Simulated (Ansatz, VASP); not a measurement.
**Si5Ge: VASP beside Ansatz**

Contents of INCAR:

```
  PREC = Accurate
  ENCUT = 600
  EDIFF = 1E-7
  ISMEAR = 0
  SIGMA = 0.1
  LREAL = False
  LASPH = True
  NELM = 60
  ALGO = Normal
  ISIF = 3
  LWAVE = False
  LCHARG = False
  GGA = PE
  IBRION = 2
  NSW = 100
  EDIFFG = -0.01
```

The input KPOINTS:

```
regular mesh
0
Gamma
  18 18 4
```

File POSCAR:

```
Si5Ge
1.0
    2.6705660479      0.0000000000      0.0000000000
   -1.3352830240      2.3127780400      0.0000000000
    0.0000000000      0.0000000000     15.4078093362
Si Ge
5 1
Direct
    0.3333333333      0.6666666667      0.8462184287
    0.3333333333      0.6666666667      0.1537815713
    0.6666666667      0.3333333333      0.0000000000
    0.6666666667      0.3333333333      0.3183994876
    0.6666666667      0.3333333333      0.6816005124
    0.3333333333      0.6666666667      0.5000000000
```

Input for Ansatz:

```yaml
crystal:
  lattice:
    - [2.6705660479, 0.0, 0.0]
    - [-1.335283024, 2.31277804, 0.0]
    - [0.0, 0.0, 15.4078093362]
  atoms:
    - { symbol: Si, position: [0.3333333333, 0.6666666667, 0.8462184287] }
    - { symbol: Si, position: [0.3333333333, 0.6666666667, 0.1537815713] }
    - { symbol: Si, position: [0.6666666667, 0.3333333333, 0.0] }
    - { symbol: Si, position: [0.6666666667, 0.3333333333, 0.3183994876] }
    - { symbol: Si, position: [0.6666666667, 0.3333333333, 0.6816005124] }
    - { symbol: Ge, position: [0.3333333333, 0.6666666667, 0.5] }
basis:
  ecutwfc: 420
kpoints:
  mp_grid: { grid: [18, 18, 4] }
hamiltonian:
  xc: pbe
scf:
  occupations: { method: gaussian, width: 0.1 }
output:
  forces: true
  stress: true
  eigenvalues: true
relax:
  adjacent_minimum: "off"
  f_tol: 0.01
  max_steps: 80
  cell: { stress_tol: 0.05 }
```

Alike in both runs: task relaxation of cell and atoms; functional PBE; k mesh 18 × 18 × 4; occupations gaussian, width 0.1 eV; no spin polarisation.

|  | VASP | Ansatz |
| --- | --- | --- |
| version | VASP 6.6.1 | Ansatz 0.2.0 |
| potentials or method | VASP PAW PBE potentials, release 64 (Si, Ge_d), cutoff 600 eV | scalar-relativistic, plane waves, PAW |
| valence electrons in the cell | 34 | 34 |

|  | VASP | Ansatz | Ansatz less VASP |
| --- | --- | --- | --- |
| gap on the k mesh at the Fermi level, each at its own relaxed structure (eV) | none | none | - |
| relaxed volume (Å³/atom) | 15.39 | 15.35 | -0.039 |
| relaxed cell length with the largest relative difference (Å) | 13.978 | 13.957 | -0.0201 |

A gap of «none» marks a metal or a gap that the smearing closes.

Noted on VASP's run: too few bands were computed for a metal, which touches its energy and stress.
